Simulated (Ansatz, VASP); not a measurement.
Two plane-wave programs on C

Contents of INCAR:

```
SYSTEM = C
PREC = Accurate
ENCUT = 600
EDIFF = 1E-6
ISMEAR = -1
SIGMA = 0.05
LREAL = .False.
LASPH = .True.
NELM = 200
ALGO = Normal
ISIF = 2
LWAVE = .False.
LCHARG = .False.
MAGMOM = 0 0 0 0 0 0
LORBIT = 11
LSORBIT = .True.
GGA_COMPAT = .False.
LORBMOM = .True.
GGA = PE
NBANDS = 20
```

The input KPOINTS:

```
Automatic mesh
0
Gamma
  11 11 11
  0 0 0
```

File POSCAR:

```
C
1.0
    0.0000000000      1.7858176506      1.7858176506
    1.7858176506      0.0000000000      1.7858176506
    1.7858176506      1.7858176506      0.0000000000
C
2
Direct
    0.5000000000      0.5000000000      0.5000000000
    0.7500000000      0.7500000000      0.7500000000
```

Input for Ansatz:

```yaml
crystal:
  lattice:
    - [0.0, 1.7858176506, 1.7858176506]
    - [1.7858176506, 0.0, 1.7858176506]
    - [1.7858176506, 1.7858176506, 0.0]
  atoms:
    - { symbol: C, position: [0.5, 0.5, 0.5] }
    - { symbol: C, position: [0.75, 0.75, 0.75] }
hamiltonian:
  xc: pbe
  pseudopotentials:
    kind: paw_fr
    azcp:
      C: "pseudopotentials/C.paw.azcp"
basis:
  ecutwfc: 420
  fft_grid_basis: typed
kpoints:
  mp_grid: { grid: [11, 11, 11], shift: [0, 0, 0] }
magnetization:
  noncollinear: true
  spin_orbit: true
scf:
  occupations: { method: fermi_dirac, width: 0.05 }
output:
  write_density: true
  write_potential: true
  elf: true
  volumetric_format: npy
```

Alike in both runs: task single point; functional PBE; k mesh 11 × 11 × 11; occupations fermi-dirac, width 0.05 eV; non-collinear spin, spin-orbit coupling.

```csv
,VASP,Ansatz
version,VASP 6.6.1,Ansatz 0.2.0
potentials or method,"VASP PAW PBE potentials, release 64 (C), cutoff 600 eV","plane waves (420 eV) with PAW, fully relativistic with spin-orbit coupling"
valence electrons in the cell,8,8
```

```tsv
	VASP	Ansatz	Ansatz less VASP
net moment per atom (μB)	0.00	0.00	0.000
```
